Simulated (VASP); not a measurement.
# Te3W: relaxation of cell and atoms with PBEsol

Crystal: Te3W.

```
Te W
1.0
     5.29852    0.00000    0.00000
     0.00000    5.29852    0.00000
     0.00000    0.00000    5.29852
Te W
3 1
Direct
  0.00000 0.00000 0.50000
  0.00000 0.50000 0.00000
  0.50000 0.00000 0.00000
  0.00000 0.00000 0.00000
```

```json
{
 "Program": "VASP 6.6.1",
 "Task": "relaxation of cell and atoms",
 "Functional": "PBEsol",
 "Potentials or basis": "VASP PAW PBE potentials, release 64 (Te, W_sv)",
 "Cutoff": "600 eV",
 "k mesh": "8 × 8 × 8",
 "Occupations": "fermi-dirac, width 0.15 eV",
 "Spin": "no spin polarisation",
 "Target pressure": "2 GPa",
 "Dipole correction": "no",
 "Further INCAR settings": "ALGO = Normal; EDIFF = 1e-06; IBRION = 2; EDIFFG = -0.001; NSW = 80; ISIF = 3"
}
```

```yaml
Relaxed_volume: 36.07 Å³/atom
Relaxed_cell: a = 5.245 Å, b = 5.245 Å, c = 5.245 Å, α = 90.00°, β = 90.00°, γ = 90.00°
Space_group_after_relaxing_to_0.05_Å: Pm-3m (No. 221)
Energy_change_on_relaxing_the_enthalpy_is_what_falls: +6.9 meV/atom
Ionic_steps: 7
Pressure_after_relaxing: 2.0 GPa
Band_gap_on_the_k_mesh: zero (band 16 reaches 5.28 eV, above the bottom of band 17 at 3.76 eV)
```

The path:
| step | energy change (eV) | largest force (eV/Å) | pressure (GPa) | volume (Å³) |
| --- | --- | --- | --- | --- |
| 1 | 0.0000 | 0.0000 | 0.05 | 148.75 |
| 2 | 0.1317 | 0.0000 | 4.68 | 139.24 |
| 3 | 0.0272 | 0.0000 | 1.99 | 144.32 |
| 4 | 0.0283 | 0.0000 | 2.02 | 144.24 |
| 5 | 0.0270 | 0.0000 | 1.99 | 144.34 |
| 6 | 0.0274 | 0.0000 | 1.98 | 144.31 |
| 7 | 0.0277 | 0.0000 | 2.00 | 144.28 |

Final structure:
```
Te W
1.0
     5.24491    0.00000    0.00000
     0.00000    5.24491    0.00000
     0.00000    0.00000    5.24491
Te W
3 1
Direct
  0.00000 0.00000 0.50000
  0.00000 0.50000 0.00000
  0.50000 0.00000 0.00000
  0.00000 0.00000 0.00000
```

Levels at points of the mesh, in eV from the Fermi level:
| k point | band 13 | band 14 | band 15 | band 16 | band 17 | band 18 | band 19 | band 20 |
| --- | --- | --- | --- | --- | --- | --- | --- | --- |
| (0.00, 0.00, 0.00) | -1.72 | -1.01 | -1.01 | -1.01 | -0.05 | -0.05 | -0.05 | 0.43 |
| (0.50, 0.00, 0.00) | -2.33 | -1.70 | -1.56 | -0.37 | -0.37 | 0.47 | 1.13 | 1.16 |
| (0.50, 0.50, 0.00) | -3.02 | -1.91 | -1.91 | 0.74 | 0.79 | 0.81 | 1.19 | 1.19 |
| (0.50, 0.50, 0.50) | -4.77 | 0.82 | 0.82 | 0.82 | 0.82 | 0.82 | 0.82 | 2.88 |

Run time: 3.4 min on 1 thread of Intel(R) Xeon(R) 6975P-C (Granite Rapids) (shared host), peak memory 0.35 GiB.

Caveat: the cell is relaxed towards a set pressure, so the enthalpy falls and the energy may rise; the PAW data sets were made with another functional, which shifts forces and pressure a little; spin-orbit coupling is left out, which moves the levels of the heavy elements.
